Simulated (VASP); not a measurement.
Input of a VASP 6.6.1 run:

INCAR

```
SYSTEM = Ag3BrO
PREC = Accurate ; ENCUT = 520
EDIFF = 1E-6 ; ISMEAR = 0
SIGMA = 0.1 ; LREAL = .FALSE.
LASPH = .TRUE. ; NELM = 60
ALGO = Normal ; ISIF = 2
LWAVE = .FALSE. ; LCHARG = .FALSE.
GGA = PE ; NBANDS = 57
```

Contents of KPOINTS:

```
Automatic mesh
0
G
  6 6 8
  0 0 0
```

POSCAR

```
Ag3BrO
1.0
    6.1507022758      0.0000000000      0.0000000000
   -3.0753511379      5.3266644219      0.0000000000
    0.0000000000      0.0000000000      5.6509947165
Ag Br O
6 2 2
Direct
    0.8237355534      0.6474711068      0.7500000000
    0.3525288932      0.1762644466      0.7500000000
    0.8237355534      0.1762644466      0.7500000000
    0.1762644466      0.3525288932      0.2500000000
    0.6474711068      0.8237355534      0.2500000000
    0.1762644466      0.8237355534      0.2500000000
    0.3333333333      0.6666666667      0.7500000000
    0.6666666667      0.3333333333      0.2500000000
    0.0000000000      0.0000000000      0.0000000000
    0.0000000000      0.0000000000      0.5000000000
```

Potentials or basis: VASP PAW PBE potentials, release 64 (Ag, Br, O).

The run is started by

```bash
$ cat potpaw_PBE.64/Ag/POTCAR potpaw_PBE.64/Br/POTCAR potpaw_PBE.64/O/POTCAR > POTCAR
$ mpirun -np 1 vasp_std > vasp.out
```

**Question.** Predict the band gap on the k mesh.

**Answer.** Zero (band 46 reaches 5.22 eV, above the bottom of band 47 at 4.55 eV).

**Question.** Estimate the pressure.

**Answer.** -0.1 GPa.

Forces in eV/Å, atoms in the order of the input:
```
Ag   0.000  0.003  0.000
Ag  -0.003 -0.001  0.000
Ag   0.003 -0.001  0.000
Ag   0.000 -0.003  0.000
Ag   0.003  0.001  0.000
Ag  -0.003  0.001  0.000
Br   0.000  0.000  0.000
Br   0.000  0.000  0.000
O    0.000  0.000  0.000
O    0.000  0.000  0.000
```
